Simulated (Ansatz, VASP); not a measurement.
**Al2GaAs3: VASP beside Ansatz**

```
CELL_PARAMETERS angstrom
-2.02918 2.02918 8.57913
2.02918 -2.02918 8.57913
2.02918 2.02918 -8.57913
ATOMIC_POSITIONS crystal
Al 0.66678 0.66678 0.00000
Al 0.33322 0.33322 0.00000
Ga 0.00000 0.00000 0.00000
As 0.41609 0.91609 0.50000
As 0.08391 0.58391 0.50000
As 0.75000 0.25000 0.50000
```

Alike in both runs: functional PBE; k mesh 6 × 6 × 6; occupations gaussian, width 0.1 eV; no spin polarisation.

Ansatz relaxed the structure, and its values are those at the end. VASP's run is a single point on that final structure, the one shown.

|  | VASP | Ansatz |
| --- | --- | --- |
| version | VASP 6.6.1 | Ansatz 0.2.0 |
| potentials or method | VASP PAW PBE potentials, release 64 (Al, Ga_d, As), cutoff 520 eV | scalar-relativistic, plane waves, PAW |
| valence electrons in the cell | 34 | 64 |

VASP gave:

```
gap on the k mesh at the Fermi level (eV) : 1.12
least direct gap on the mesh (eV)         : 1.12
pressure (GPa)                            : 0.2
```

Question: Estimate Ansatz's values.

Answer: gap on the k mesh at the Fermi level (eV): 1.12; least direct gap on the mesh (eV): 1.12; pressure (GPa): 0.1.

VASP's potentials hold 34 valence electrons a cell and Ansatz's 64, so a difference there can come from the potentials and not from the codes.
